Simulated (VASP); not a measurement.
Write the native input for VASP 6.6.1 that does the following.

```yaml
Task: single point
Functional: PBE
Potentials_or_basis: VASP PAW PBE potentials, release 64 (Ta_sv_GW, N)
Cutoff: 600 eV
k_mesh: 10 × 10 × 10
Occupations: fermi-dirac, width 0.05 eV
Spin: no spin polarisation
Dipole_correction: no
Second_run: valence_matched
Further_INCAR_settings: ALGO = Normal; EDIFF = 1e-06; NBANDS = 16
```

The structure of TaN lies in POSCAR:

```
TaN
1.0
    0.0000000000      2.1790013100      2.1790013100
    2.1790013100      0.0000000000      2.1790013100
    2.1790013100      2.1790013100      0.0000000000
Ta N
1 1
Direct
    0.5000000000      0.5000000000      0.5000000000
    0.0000000000      0.0000000000      0.0000000000
```

These files were run (other wordings do the same):

INCAR

```
  PREC = Accurate
  ENCUT = 600
  EDIFF = 1E-6
  ISMEAR = -1
  SIGMA = 0.05
  LREAL = False
  LASPH = True
  NELM = 120
  ALGO = Normal
  ISIF = 2
  LWAVE = False
  LCHARG = True
  GGA = PE
  LELF = True
  LVHAR = True
  NBANDS = 16
  GGA_COMPAT = False
```

KPOINTS

```
regular mesh
0
Gamma
  10 10 10
```

Potentials or basis: VASP PAW PBE potentials, release 64 (Ta_sv_GW, N).

The run is started by

```sh
$ cat potpaw_PBE.64/Ta_sv_GW/POTCAR potpaw_PBE.64/N/POTCAR > POTCAR
$ mpirun -np 1 vasp_std > vasp.out
```

It gave:

| Item | Value |
| --- | --- |
| Pressure | 14.5 GPa |
| Band gap on the k mesh | zero (band 9 reaches 16.23 eV, above the bottom of band 10 at 12.06 eV) |

Caveat: spin-orbit coupling is left out, which moves the levels of the heavy elements.

Wall time 31 s on 1 thread of Intel(R) Xeon(R) Platinum 8375C CPU @ 2.90GHz (Ice Lake) (shared host), peak memory 0.18 GiB.
